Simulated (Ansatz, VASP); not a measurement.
**One calculation of Be2Os, two programs**

INCAR

```
PREC = Accurate
ENCUT = 520
EDIFF = 1E-6
ISMEAR = 0
SIGMA = 0.1
LREAL = False
LASPH = True
NELM = 60
ALGO = Normal
ISIF = 2
LWAVE = False
LCHARG = False
GGA = PE
NBANDS = 21
```

The input KPOINTS:

```
Automatic mesh
0
Gamma
  4 4 6
```

Contents of POSCAR:

```
Be2Os
1.0
    4.4222299240      0.0000000000      0.0000000000
    0.0000000000      4.5568811556      0.0000000000
    0.0000000000      0.0000000000      2.9765009104
Be Os
4 2
Direct
    0.2250000000      0.8250000000      0.5000000000
    0.7250000000      0.6750000000      0.0000000000
    0.7750000000      0.1750000000      0.5000000000
    0.2750000000      0.3250000000      0.0000000000
    0.5000000000      0.5000000000      0.5000000000
    0.0000000000      0.0000000000      0.0000000000
```

Input for Ansatz:

```yaml
crystal:
  lattice:
    - [4.422229924, 0.0, 0.0]
    - [0.0, 4.5568811556, 0.0]
    - [0.0, 0.0, 2.9765009104]
  atoms:
    - { symbol: Be, position: [0.225, 0.825, 0.5] }
    - { symbol: Be, position: [0.725, 0.675, 0.0] }
    - { symbol: Be, position: [0.775, 0.175, 0.5] }
    - { symbol: Be, position: [0.275, 0.325, 0.0] }
    - { symbol: Os, position: [0.5, 0.5, 0.5] }
    - { symbol: Os, position: [0.0, 0.0, 0.0] }
basis:
  ecutwfc: 420
kpoints:
  mp_grid: { grid: [4, 4, 6] }
hamiltonian:
  xc: pbe
scf:
  occupations: { method: gaussian, width: 0.1 }
  lower_state_search: "off"
output:
  forces: true
  stress: true
  eigenvalues: true
```

Alike in both runs: task single point; functional PBE; k mesh 4 × 4 × 6; occupations gaussian, width 0.1 eV; no spin polarisation.

|  | VASP | Ansatz |
| --- | --- | --- |
| version | VASP 6.6.1 | Ansatz 0.2.0 |
| potentials or method | VASP PAW PBE potentials, release 64 (Be, Os), cutoff 520 eV | scalar-relativistic, plane waves, PAW |
| valence electrons in the cell | 24 | 40 |

|  | VASP | Ansatz | Ansatz less VASP |
| --- | --- | --- | --- |
| gap on the k mesh at the Fermi level (eV) | none | none | - |
| rms of the force components (eV/Å) | 0.691 | 0.666 | -0.0249 |

Atom by atom the forces differ by 0.026 eV/Å (rms over components). A gap of «none» marks a metal or a gap that the smearing closes. VASP's potentials hold 24 valence electrons a cell and Ansatz's 40, so a difference there can come from the potentials and not from the codes.

Neither program's run includes spin-orbit coupling.
